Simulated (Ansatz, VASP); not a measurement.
## Co in VASP and in Ansatz

Contents of INCAR:

```
ALGO = Normal
EDIFF = 1E-7
ENCUT = 520
GGA = PS
ISIF = 2
ISMEAR = -1
ISPIN = 2
LASPH = T
LCHARG = T
LELF = T
LMAXMIX = 4
LORBIT = 11
LREAL = F
LVHAR = T
LWAVE = F
MAGMOM = 2 2
NBANDS = 20
NELM = 150
PREC = Accurate
SIGMA = 0.05
```

KPOINTS

```
k-points
0
Gamma
  19 19 10
```

File POSCAR:

```
Co
1.0
    2.5020943139      0.0000000000      0.0000000000
   -1.2510471570      2.1668772385      0.0000000000
    0.0000000000      0.0000000000      4.0635427969
Co
2
Direct
    0.3333333333      0.6666666667      0.2500000000
    0.6666666667      0.3333333333      0.7500000000
```

Input for Ansatz:

```yaml
crystal:
  lattice:
    - [2.5020943139, 0.0, 0.0]
    - [-1.251047157, 2.1668772385, 0.0]
    - [0.0, 0.0, 4.0635427969]
  atoms:
    - { symbol: Co, position: [0.3333333333, 0.6666666667, 0.25], spin: 2.0 }
    - { symbol: Co, position: [0.6666666667, 0.3333333333, 0.75], spin: 2.0 }
magnetization:
  spin_polarized: true
kpoints:
  mp_grid: { grid: [19, 19, 10] }
  band_path:
    path:
      - [0.0, 0.0, 0.0]
      - [0.5, 0.0, 0.0]
      - [0.3333333333, 0.3333333333, 0.0]
      - [0.0, 0.0, 0.0]
      - [0.0, 0.0, 0.5]
      - [0.5, 0.0, 0.5]
      - [0.3333333333, 0.3333333333, 0.5]
      - [0.0, 0.0, 0.5]
      - [0.5, 0.0, 0.5]
    npoints: 5
scf:
  occupations: { method: fermi_dirac, width: 0.05 }
hamiltonian:
  xc: pbesol
  pseudopotentials: { kind: all_electron, lapw: { basis_error: 0.0005 } }
output:
  forces: true
  stress: true
  eigenvalues: true
```

Change from the starting cell: volume scaled by 0.98.

Alike in both runs: task single point; functional PBEsol; k mesh 19 × 19 × 10; occupations fermi-dirac, width 0.05 eV; collinear spin.

|  | VASP | Ansatz |
| --- | --- | --- |
| version | VASP 6.6.1 | Ansatz 0.2.0 |
| potentials or method | VASP PAW PBE potentials, release 64 (Co), cutoff 520 eV | all-electron LAPW, scalar-relativistic |

Ansatz gave:

- pressure (GPa): -12.7
- traceless stress, the component that is largest in VASP (GPa): -1.01
- net moment per atom (μB): 1.63
- size of the moment on the site where the two differ most (μB): 1.68

Task: Estimate VASP's values.

Result: Pressure (GPa): -13.3; traceless stress, the component that is largest in VASP (GPa): -1.08; net moment per atom (μB): 1.62; size of the moment on the site where the two differ most (μB): 1.64.

VASP's potentials were made for PBE, not for PBEsol. Site moments also hang on the region over which each program counts them. Ansatz ran all-electron here, and VASP with PAW potentials.
